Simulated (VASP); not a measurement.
TiRh: relaxation of cell and atoms with LDA

The system is TiRh.

```
CELL_PARAMETERS angstrom
3.11520 0.00000 0.00000
0.00000 3.11520 0.00000
0.00000 0.00000 3.11520
ATOMIC_POSITIONS crystal
Ti 0.50000 0.50000 0.50000
Rh 0.00000 0.00000 0.00000
```

| Quantity | Value |
| --- | --- |
| Program | VASP 6.6.1 |
| Task | relaxation of cell and atoms |
| Functional | LDA |
| Potentials or basis | VASP PAW LDA potentials, release 64 (Ti_sv, Rh_pv) |
| Cutoff | 600 eV |
| k mesh | 13 × 13 × 13 |
| Occupations | fermi-dirac, width 0.05 eV |
| Spin | no spin polarisation |
| Dipole correction | no |
| Further INCAR settings | ALGO = Normal; EDIFF = 1e-06; IBRION = 2; EDIFFG = -0.005; NSW = 70; ISIF = 3 |

```
Relaxed volume                         : 14.14 Å³/atom
Relaxed cell                           : a = 3.046 Å, b = 3.046 Å, c = 3.046 Å, α = 90.00°, β = 90.00°, γ = 90.00°
Space group after relaxing (to 0.05 Å) : Pm-3m (No. 221)
Energy gained by relaxing              : 41.4 meV/atom
Ionic steps                            : 7
Pressure after relaxing                : 0.0 GPa
```

The path:
```
step  energy change (eV)  largest force (eV/Å)  pressure (GPa)  volume (Å³)
   1              0.0000                0.0000          -12.75        30.23
   2              0.1847                0.0000           31.43        25.27
   3             -0.0826                0.0000           -0.51        28.34
   4             -0.0827                0.0000           -0.08        28.28
   5             -0.0827                0.0000            0.21        28.24
   6             -0.0827                0.0000           -0.27        28.31
   7             -0.0827                0.0000           -0.02        28.27
```

Final structure:
```
Ti Rh
1.0
     3.04644    0.00000    0.00000
     0.00000    3.04644    0.00000
     0.00000    0.00000    3.04644
Ti Rh
1 1
Direct
  0.50000 0.50000 0.50000
  0.00000 0.00000 0.00000
```

Levels at points of the mesh, in eV from the Fermi level:
| k point | band 11 | band 12 | band 13 | band 14 | band 15 | band 16 |
| --- | --- | --- | --- | --- | --- | --- |
| (0.00, 0.00, 0.00) | -2.55 | -2.55 | -2.55 | 0.79 | 0.79 | 2.63 |

Wall time 8.8 min on 1 thread of AMD EPYC 7R13, on a shared host, peak memory 0.17 GiB.
